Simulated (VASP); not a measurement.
Wanted: the native input for a VASP 6.6.1 run.

* Task: single point
* Functional: b88 exchange, pbe correlation
* Potentials or basis: VASP PAW PBE potentials, release 64 (Si, C)
* Cutoff: 600 eV
* k mesh: 10 × 10 × 5
* Occupations: fermi-dirac, width 0.05 eV
* Spin: no spin polarisation
* Dipole correction: no
* Further INCAR settings: ALGO = Normal; EDIFF = 1e-06; NBANDS = 16

The structure of SiC lies in POSCAR:

```
SiC
1.0
    3.1363290418      0.0000000000      0.0000000000
   -1.5681645209      2.7161406248      0.0000000000
    0.0000000000      0.0000000000      5.1470055276
Si C
2 2
Direct
    0.6666666667      0.3333333333      0.5000000000
    0.3333333333      0.6666666667      0.0000000000
    0.6666666667      0.3333333333      0.8850000000
    0.3333333333      0.6666666667      0.3850000000
```

The input as run:

INCAR

```
SYSTEM = SiC
PREC = Accurate
ENCUT = 600
EDIFF = 1E-6
ISMEAR = -1
SIGMA = 0.05
LREAL = .FALSE.
LASPH = .TRUE.
NELM = 120
ALGO = Normal
ISIF = 2
LWAVE = .FALSE.
LCHARG = .FALSE.
GGA = LIBXC
LIBXC1 = GGA_X_B88
LIBXC2 = GGA_C_PBE
NBANDS = 16
GGA_COMPAT = .FALSE.
```

KPOINTS

```
Automatic mesh
0
G
  10 10 5
  0 0 0
```

Potentials or basis: VASP PAW PBE potentials, release 64 (Si, C).

Command:

```sh
$ cat potpaw_PBE.64/Si/POTCAR potpaw_PBE.64/C/POTCAR > POTCAR
$ mpirun -np 1 vasp_std > vasp.out
```

Results of the run:

```json
{
  "Pressure": "-8.2 GPa",
  "Largest force": "0.667 eV/Å",
  "Band gap on the k mesh": "2.49 eV (least direct gap 3.96 eV)"
}
```

Caveat: the cell stands under tension; the PAW data sets were made with another functional, which shifts forces and pressure a little; an odd mesh through Γ misses points on the zone boundary, where band edges can lie.

Run time: 21 s on 1 thread of AMD EPYC 9R45 96-Core Processor (Zen 5), on a shared host, peak memory 0.15 GiB.
